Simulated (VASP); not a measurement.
# Ca in VASP: a series of runs

The runs below take Ca through single point, with PBEsol.

Everything below comes from runs of VASP 6.6.1. Logs are shortened: lines on timing, memory, paths and dates and some standing lists are left out, and cuts for length are marked.

### Step 1. The cell of the first run

It takes space group P4/mmm (No. 123, tetragonal). Conventional cell: a = 3.447 Å, b = 3.447 Å, c = 3.500 Å, α = 90.00°, β = 90.00°, γ = 90.00°. Ca (site symmetry 4/mmm) has 6 Ca at 3.45 to 3.50 Å within 4.5 Å.

### Step 2. Single point, PBEsol (strained)

Contents of INCAR:

```
SYSTEM = Ca
PREC     = Accurate       ! precision mode
ENCUT    = 520            ! plane-wave cutoff, eV
EDIFF    = 1E-6           ! SCF threshold, eV
ISMEAR   = 0              ! smearing method
SIGMA    = 0.1            ! smearing width, eV
LREAL    = .False.        ! projectors in reciprocal space
LASPH    = .True.         ! aspherical terms in the spheres
NELM     = 60             ! most SCF steps
ALGO     = Normal         ! electronic algorithm
ISIF     = 2              ! what is computed and relaxed
LWAVE    = .False.        ! write WAVECAR
LCHARG   = .True.         ! write CHGCAR
GGA      = PS             ! functional
LELF     = .True.         ! ELF
LVHAR    = .True.       
NBANDS   = 11             ! bands
```

Contents of KPOINTS:

```
regular mesh
0
Gamma
  10 10 10
  0 0 0
```

Contents of POSCAR:

```
Ca
1.0
    3.4472459892      0.0000000000      0.0000000000
    0.0000000000      3.4472459892      0.0000000000
    0.0000000000      0.0000000000      3.4995758343
Ca
1
Direct
    0.0000000000      0.0000000000      0.0000000000
```

Potentials or basis: VASP PAW PBE potentials, release 64 (Ca_sv).

Command:

```bash
> cat potpaw_PBE.64/Ca_sv/POTCAR > POTCAR
> mpirun -np 1 vasp_std > vasp.out
```

OUTCAR:

```text
SYSTEM = Ca
   PREC = Accurate
   ENCUT = 520
   EDIFF = 1E-6
   ISMEAR = 0
   LREAL = .False.
   LASPH = .True.
   NELM = 60
   ISIF = 2
   GGA = PS

 ion  position               nearest neighbor table
   1  0.000  0.000  0.000-

  LATTYP: Found a simple tetragonal cell.
 ALAT       =     3.4472459892
 C/A-ratio  =     1.0151801888

  Lattice vectors:

 A1 = (   3.4472459892,   0.0000000000,   0.0000000000)
 A2 = (   0.0000000000,   3.4472459892,   0.0000000000)
 A3 = (   0.0000000000,   0.0000000000,   3.4995758343)

Analysis of symmetry for initial positions (statically):
=====================================================================
 Subroutine PRICEL returns:
 Original cell was already a primitive cell.

 Routine SETGRP: Setting up the symmetry group for a
 simple tetragonal supercell.

 Subroutine GETGRP returns: Found 16 space group operations
 (whereof 16 operations were pure point group operations)
 out of a pool of 16 trial point group operations.

The static configuration has the point symmetry D_4h.

Analysis of symmetry for dynamics (positions and initial velocities):
=====================================================================
 Subroutine PRICEL returns:
 Original cell was already a primitive cell.

 Routine SETGRP: Setting up the symmetry group for a
 simple tetragonal supercell.

 Subroutine GETGRP returns: Found 16 space group operations
 (whereof 16 operations were pure point group operations)
 out of a pool of 16 trial point group operations.

The dynamic configuration has the point symmetry D_4h.

 Subroutine INISYM returns: Found 16 space group operations
 (whereof 16 operations are pure point group operations),
 and found     1 'primitive' translations

----------------------------------------------------------------------------------------

                                     Primitive cell

  volume of cell :      41.5872

  direct lattice vectors                    reciprocal lattice vectors
     3.447245989  0.000000000  0.000000000     0.290086638  0.000000000  0.000000000
     0.000000000  3.447245989  0.000000000     0.000000000  0.290086638  0.000000000
     0.000000000  0.000000000  3.499575834     0.000000000  0.000000000  0.285748916

  length of vectors
     3.447245989  3.447245989  3.499575834     0.290086638  0.290086638  0.285748916

  position of ions in fractional coordinates (direct lattice)
     0.000000000  0.000000000  0.000000000

  ion indices of the primitive-cell ions
   primitive index   ion index
                 1           1

----------------------------------------------------------------------------------------

 KPOINTS: regular mesh

Automatic generation of k-mesh.
 Grid dimensions read from file:
 generate k-points for:   10   10   10

 Generating k-lattice:

  Cartesian coordinates                     Fractional coordinates (reciprocal lattice)
     0.029008664  0.000000000  0.000000000     0.100000000  0.000000000  0.000000000
     0.000000000  0.029008664  0.000000000     0.000000000  0.100000000  0.000000000
     0.000000000  0.000000000  0.028574892     0.000000000  0.000000000  0.100000000

  Length of vectors
     0.029008664  0.029008664  0.028574892

  Shift w.r.t. Gamma in fractional coordinates (k-lattice)
     0.000000000  0.000000000  0.000000000

 Subroutine IBZKPT returns following result:
 ===========================================

 Found    126 irreducible k-points:

 Following reciprocal coordinates:
            Coordinates               Weight
  0.000000  0.000000  0.000000      1.000000
  0.100000  0.000000  0.000000      4.000000
  0.200000  0.000000  0.000000      4.000000
  0.300000  0.000000  0.000000      4.000000
  0.400000  0.000000  0.000000      4.000000
  0.500000  0.000000  0.000000      2.000000
[... 16 lines left out ...]
  0.100000  0.000000  0.100000      8.000000
  0.200000  0.000000  0.100000      8.000000
 [... further k-points ...]
   k-points           NKPTS =    126   k-points in BZ     NKDIM =    126   number of bands    NBANDS=     11
   number of dos      NEDOS =    301   number of ions     NIONS =      1
   total plane-waves  NPLWV =  21952
   dimension x,y,z NGX =    28 NGY =   28 NGZ =   28
   dimension x,y,z NGXF=    56 NGYF=   56 NGZF=   56
   ions per type =               1
   NGX,Y,Z   is equivalent  to a cutoff of  13.50, 13.50, 13.30 a.u.
   NGXF,Y,Z  is equivalent  to a cutoff of  27.01, 27.01, 26.60 a.u.
 SYSTEM =  Ca
   PREC   = accura    normal or accurate (medium, high low for compatibility)
   ISTART =      0    job   : 0-new  1-cont  2-samecut
   ICHARG =      2    charge: 1-file 2-atom 10-const
   ISPIN  =      1    spin polarized calculation?
   LNONCOLLINEAR =      F non collinear calculations
   LSORBIT =      F    spin-orbit coupling
   LASPH  =      T    aspherical Exc in radial PAW
   ENCUT  =  520.0 eV  38.22 Ry    6.18 a.u.   6.41  6.41  6.51*2*pi/ulx,y,z
   NELM   =     60;   NELMIN=  2; NELMDL= -5     # of ELM steps
   EDIFF  = 0.1E-05   stopping-criterion for ELM
   LREAL  =      F    real-space projection
   EDIFFG = 0.1E-04   stopping-criterion for IOM
   NSW    =      0    number of steps for IOM
   IBRION =     -1    ionic relax: 0-MD 1-quasi-New 2-CG
   NFREE  =      0    steps in history (QN), initial steepest desc. (CG)
   ISIF   =      2    stress and relaxation
   ISYM   =      2    0-nonsym 1-usesym 2-fastsym
   POTIM  = 0.5000    time-step for ionic-motion
   TEBEG  =    0.0;   TEEND  =   0.0 temperature during run
   PSTRESS=    0.0 pullay stress
   NELECT =      10.0000    total number of electrons
   NUPDOWN=      -1.0000    fix difference up-down
   EMIN   =  10.00;   EMAX   =-10.00  energy-range for DOS
   EFERMI =   0.00;   METHOD = LEGACY
   ISMEAR =     0;   SIGMA  =   0.10  broadening in eV -4-tet -1-fermi 0-gaus
   EFERMI_NEDOS =   21; number of points for ismear=-14 and -15
   IALGO  =     38    algorithm
   IMIX   =      4    mixing-type and parameters
     AMIX     =   0.40;   BMIX     =  1.00
     AMIX_MAG =   1.60;   BMIX_MAG =  1.00
  volume/ion in A,a.u.               =      41.59       280.64
  Fermi-wavevector in a.u.,A,eV,Ry     =   1.018017  1.923772 14.100503  1.036358
  Thomas-Fermi vector in A             =   2.151450
   LORBIT       =      0    0 simple, 1 ext, 2 COOP (PROOUT), +10 PAW based schemes
   GGA     = PS    functional components
   LHFCALC =     F    Hartree Fock is set to
   AEXX    =    0.0000 exact exchange contribution
   IVDW    =     0    specifies the selected vdW correction
   LEPSILON=     F    determine dielectric tensor
   LRPA    =     F    only Hartree local field effects (RPA)
 non-spin polarized calculation
 Gauss-broadening in eV      SIGMA  =   0.10
  energy-cutoff  :      520.00
  volume of cell :       41.59
 maximum number of plane-waves:      1141
 NGX is ok and might be reduce to    28
   NGX = 13   NGY = 13   NGZ = 13

 number of electron      10.0000001 magnetization

 Free energy of the ion-electron system (eV)
  ---------------------------------------------------
  ext. energy  EPLUGINS =         0.00000000
  ---------------------------------------------------
  free energy    TOTEN  =        -1.74557077 eV

  energy without entropy =       -1.74169126  energy(sigma->0) =       -1.74363101

 E-fermi :   1.8754     XC(G=0):  -7.8350

 val. band max:        1.8726022871   @ k =   0.4000   0.4000   0.3000
 cond. band min:       1.8887296730   @ k =   0.4000   0.3000   0.4000
 fundamental gap:      0.0161273859
 Fermi energy:         1.8754017554

 k-point     1 :       0.0000    0.0000    0.0000
  band No.  band energies     occupation
      1     -40.1082      2.00000
      2     -21.0706      2.00000
      3     -21.0574      2.00000
      4     -21.0574      2.00000
      5      -2.0571      2.00000
      6       2.6541      0.00000
      7       2.6555      0.00000
      8       6.0603      0.00000
      9       6.0603      0.00000
     10       6.1089      0.00000
     11      10.4376      0.00000

 k-point     2 :       0.1000    0.0000    0.0000
  band No.  band energies     occupation
      1     -40.1059      2.00000
      2     -21.0823      2.00000
      3     -21.0684      2.00000
      4     -21.0552      2.00000
      5      -1.9094      2.00000
      6       2.7005      0.00000
      7       2.7077      0.00000
      8       5.8834      0.00000
      9       5.9426      0.00000
     10       6.0719      0.00000
     11       9.9006      0.00000

 k-point     3 :       0.2000    0.0000    0.0000
  band No.  band energies     occupation
      1     -40.1001      2.00000
      2     -21.1470      2.00000
      3     -21.0628      2.00000
      4     -21.0497      2.00000
      5      -1.4814      2.00000
      6       2.7786      0.00000
      7       2.8272      0.00000
      8       5.4880      0.00000
      9       5.5655      0.00000
     10       6.1024      0.00000
     11       8.5387      0.00000

 k-point     4 :       0.3000    0.0000    0.0000
  band No.  band energies     occupation
      1     -40.0929      2.00000
      2     -21.2259      2.00000
      3     -21.0559      2.00000
      4     -21.0429      2.00000
      5      -0.8152      2.00000
      6       2.6186      0.00000
      7       2.9921      0.00000
      8       5.0854      0.00000
      9       5.1762      0.00000
     10       6.1406      0.00000
     11       7.6326      0.00000
[... 239 lines left out ...]
 k-point    22 :       0.0000    0.0000    0.1000
  band No.  band energies     occupation
      1     -40.1063      2.00000
      2     -21.0923      2.00000
      3     -21.0556      2.00000
      4     -21.0556      2.00000
      5      -1.9146      2.00000
      6       2.6943      0.00000
      7       2.6958      0.00000
      8       5.9077      0.00000
      9       5.9077      0.00000
     10       6.1189      0.00000
     11       9.6050      0.00000

 k-point    23 :       0.1000    0.0000    0.1000
  band No.  band energies     occupation
      1     -40.1041      2.00000
      2     -21.0902      2.00000
      3     -21.0803      2.00000
      4     -21.0535      2.00000
      5      -1.7681      2.00000
      6       2.7384      0.00000
      7       2.7574      0.00000
      8       5.7065      0.00000
      9       5.8928      0.00000
     10       5.9873      0.00000
     11       9.8553      0.00000

 k-point    24 :       0.2000    0.0000    0.1000
  band No.  band energies     occupation
      1     -40.0983      2.00000
      2     -21.1449      2.00000
      3     -21.0841      2.00000
      4     -21.0480      2.00000
      5      -1.3441      2.00000
      6       2.8249      0.00000
      7       2.8879      0.00000
      8       5.2750      0.00000
      9       5.5757      0.00000
     10       5.9739      0.00000
     11       8.7552      0.00000

 [... further k-points ...]

------------------------ aborting loop because EDIFF is reached ----------------------------------------

  FORCE on cell =-STRESS in cart. coord.  units (eV):
  Direction    XX          YY          ZZ          XY          YZ          ZX
  --------------------------------------------------------------------------------------
  -------------------------------------------------------------------------------------
  Total        0.0267152      0.0267152     -0.2099778      0.0000000      0.0000000     -0.0000000
  in kB        1.0292207      1.0292207     -8.0895427      0.0000000      0.0000000     -0.0000000
  external PRESSURE =      -2.0103671 kB  Pullay stress =       0.0000000 kB

 VOLUME and BASIS-vectors are now :
 -----------------------------------------------------------------------------
  energy-cutoff  :      520.00
  volume of cell :       41.59
      direct lattice vectors                 reciprocal lattice vectors
     3.447245989  0.000000000  0.000000000     0.290086638  0.000000000  0.000000000
     0.000000000  3.447245989  0.000000000     0.000000000  0.290086638  0.000000000
     0.000000000  0.000000000  3.499575834     0.000000000  0.000000000  0.285748916

 POSITION                                       TOTAL-FORCE (eV/Angst)
 -----------------------------------------------------------------------------------
      0.00000      0.00000      0.00000         0.000000      0.000000      0.000000
 -----------------------------------------------------------------------------------
    total drift:                               -0.000000     -0.000000     -0.000000

  FREE ENERGIE OF THE ION-ELECTRON SYSTEM (eV)
  ---------------------------------------------------
  free  energy   TOTEN  =        -1.7455707674 eV

  energy  without entropy=       -1.7416912571  energy(sigma->0) =       -1.74363101
```

Run time: 26 s. Hardware: 1 thread of Intel Xeon Platinum 8488C (Sapphire Rapids), shared host; peak memory 0.19 GiB.

What came out:

```
Free energy            : -1.7456 eV
Pressure               : -0.2 GPa
Band gap on the k mesh : zero (bands 5 and 6 overlap by 1.12 eV)
```

Stress tensor (GPa, compression positive):
```
 0.10  0.00  0.00
 0.00  0.10  0.00
 0.00  0.00 -0.81
```

Caveat: the cell differs from its parent crystal (strained); the PAW data sets were made with another functional, which shifts forces and pressure a little.

### Step 3. Single point, PBEsol (the cell strained at random)

Contents of INCAR:

```
SYSTEM = Ca
PREC = Accurate
ENCUT = 520
EDIFF = 1E-6
ISMEAR = 0
SIGMA = 0.1
LREAL = .False.
LASPH = .True.
NELM = 60
ALGO = Fast
ISIF = 2
LWAVE = .False.
LCHARG = .True.
GGA = PS
LELF = .True.
LVHAR = .True.
NBANDS = 11
```

Contents of KPOINTS:

```
Automatic mesh
0
Gamma
  10 10 10
  0 0 0
```

Contents of POSCAR:

```
Ca
1.0
    3.6113174969     -0.0102217631      0.0305257430
   -0.0102217631      3.5670813345      0.0353749753
    0.0305257430      0.0353749753      3.7461889510
Ca
1
Direct
    0.0000000000      0.0000000000      0.0000000000
```

Potentials or basis: VASP PAW PBE potentials, release 64 (Ca_sv).

Command:

```bash
> cat potpaw_PBE.64/Ca_sv/POTCAR > POTCAR
> mpirun -np 1 vasp_std > vasp.out
```

Run time: 2 min. Hardware: 1 thread of Intel Xeon Platinum 8488C (Sapphire Rapids), shared host; peak memory 0.36 GiB.

It converged, with:

- Free energy: -1.7052 eV
- Pressure: -1.4 GPa
- Band gap on the k mesh: zero (bands 5 and 6 overlap by 1.26 eV)

Stress tensor (GPa, compression positive):
```
-1.18 -0.04  0.11
-0.04 -0.59  0.13
 0.11  0.13 -2.36
```

Levels at points of the mesh, in eV from the Fermi level:
| k point | band 3 | band 4 | band 5 | band 6 | band 7 | band 8 |
| --- | --- | --- | --- | --- | --- | --- |
| (0.00, 0.00, 0.00) | -23.23 | -23.22 | -3.69 | 0.80 | 0.81 | 3.67 |
| (0.50, 0.00, 0.00) | -23.24 | -23.21 | -1.20 | -0.50 | 1.27 | 2.48 |
| (0.00, 0.50, 0.00) | -23.24 | -23.21 | -1.12 | -0.45 | 1.31 | 2.45 |
| (0.50, 0.50, 0.00) | -23.37 | -23.22 | -0.25 | 0.94 | 2.16 | 2.24 |
| (0.00, 0.00, 0.50) | -23.22 | -23.21 | -1.45 | -0.64 | 1.16 | 2.76 |
| (0.50, 0.00, 0.50) | -23.34 | -23.20 | -0.20 | 0.61 | 1.80 | 2.02 |
| (0.00, 0.50, 0.50) | -23.34 | -23.21 | -0.21 | 0.69 | 1.85 | 2.12 |
| (0.50, 0.50, 0.50) | -23.36 | -23.32 | 0.55 | 0.77 | 0.85 | 4.29 |

Caveat: the cell differs from its parent crystal (the cell strained at random); the PAW data sets were made with another functional, which shifts forces and pressure a little.

### Step 4. Single point, PBEsol

This run uses another cell than the first one, of 40.96 Å³/atom.

Contents of INCAR:

```
SYSTEM = Ca
PREC = Accurate ; ENCUT = 520
EDIFF = 1E-6 ; ISMEAR = 0
SIGMA = 0.15 ; LREAL = .FALSE.
LASPH = .TRUE. ; NELM = 80
ALGO = Fast ; ISIF = 2
LWAVE = .FALSE. ; LCHARG = .FALSE.
GGA = PS ; NBANDS = 11
```

Contents of KPOINTS:

```
regular mesh
0
G
  18 18 18
  0 0 0
```

Contents of POSCAR:

```
Ca
1.0
    3.4472033558      0.0000000000      0.0000000000
    0.0000000000      3.4472033558      0.0000000000
    0.0000000000      0.0000000000      3.4472033558
Ca
1
Direct
    0.0000000000      0.0000000000      0.0000000000
```

Command:

```bash
> cat potpaw_PBE.64/Ca_sv/POTCAR > POTCAR
> mpirun -np 1 vasp_std > vasp.out
```

It took 60 s on 1 thread of AMD EPYC 7R13 (Zen 3), shared host; peak memory 0.2 GiB.

The run converged. Its results:

```yaml
Free_energy: -1.7455 eV
Pressure: 0.1 GPa
Band_gap_on_the_k_mesh: zero (bands 5 and 6 overlap by 1.12 eV)
```

Levels at points of the mesh, in eV from the Fermi level:
```csv
k point,band 1,band 2,band 3,band 4,band 5,band 6,band 7,band 8,band 9,band 10
"(0.00, 0.00, 0.00)",-41.92,-22.87,-22.87,-22.87,-3.92,0.81,0.81,4.29,4.29,4.29
"(0.50, 0.00, 0.00)",-41.90,-23.13,-22.85,-22.85,-1.18,-0.46,1.34,2.97,2.97,4.41
"(0.50, 0.50, 0.00)",-41.88,-23.09,-23.09,-22.83,-0.44,0.96,2.52,2.52,3.29,3.29
"(0.50, 0.50, 0.50)",-41.85,-23.06,-23.06,-23.06,0.67,0.67,0.67,5.09,5.10,5.81
```

Caveat: the PAW data sets were made with another functional, which shifts forces and pressure a little.

### Step 5. Single point, PBEsol

This run uses another cell than the first one, of 40.96 Å³/atom.

Contents of INCAR:

```
SYSTEM = Ca
ALGO = Normal
EDIFF = 1E-6
ENCUT = 520
GGA = PS
ISIF = 2
ISMEAR = 0
LASPH = .TRUE.
LCHARG = .FALSE.
LREAL = .FALSE.
LWAVE = .FALSE.
NBANDS = 11
NELM = 80
PREC = Accurate
SIGMA = 0.15
```

Contents of KPOINTS:

```
k-points
0
G
  20 20 20
  0 0 0
```

POSCAR is that of step 4.

Command:

```bash
> cat potpaw_PBE.64/Ca_sv/POTCAR > POTCAR
> mpirun -np 1 vasp_std > vasp.out
```

Run time: 52 s. Hardware: 1 thread of AMD EPYC 7R13 (Zen 3), shared host; peak memory 0.22 GiB.

The run converged. Its results:

| Item | Value |
| --- | --- |
| Free energy | -1.7458 eV |
| Pressure | 0.1 GPa |
| Band gap on the k mesh | zero (bands 5 and 6 overlap by 1.12 eV) |

Levels at points of the mesh, in eV from the Fermi level:
| k point | band 3 | band 4 | band 5 | band 6 | band 7 | band 8 |
| --- | --- | --- | --- | --- | --- | --- |
| (0.00, 0.00, 0.00) | -22.87 | -22.87 | -3.92 | 0.81 | 0.81 | 4.29 |
| (0.50, 0.00, 0.00) | -22.85 | -22.85 | -1.18 | -0.46 | 1.34 | 2.97 |
| (0.50, 0.50, 0.00) | -23.09 | -22.83 | -0.44 | 0.96 | 2.52 | 2.52 |
| (0.50, 0.50, 0.50) | -23.06 | -23.06 | 0.67 | 0.67 | 0.67 | 5.09 |

Caveat: the PAW data sets were made with another functional, which shifts forces and pressure a little.

### Step 6. Summary

```csv
cell,k mesh,smearing,gap on the mesh (eV),pressure (GPa)
"a = 3.447, b = 3.447, c = 3.500 Å, 1 atom",10 × 10 × 10,gaussian 0.1 eV,none,-0.2
"a = 3.611, b = 3.567, c = 3.746 Å, angles 88.9, 89.1, 90.3°, 1 atom",10 × 10 × 10,gaussian 0.1 eV,none,-1.4
"a = 3.447 Å, 1 atom",18 × 18 × 18,gaussian 0.15 eV,none,0.1
"a = 3.447 Å, 1 atom",20 × 20 × 20,gaussian 0.15 eV,none,0.1
```

Alike in all rows: task single point; level PBEsol; potentials or basis VASP PAW PBE potentials, release 64 (Ca_sv); no spin polarisation; cutoff (eV) 520.

Caveats: the PAW data sets were made with another functional, which shifts forces and pressure a little.

Absolute energies hang on the potentials; compare differences alone.
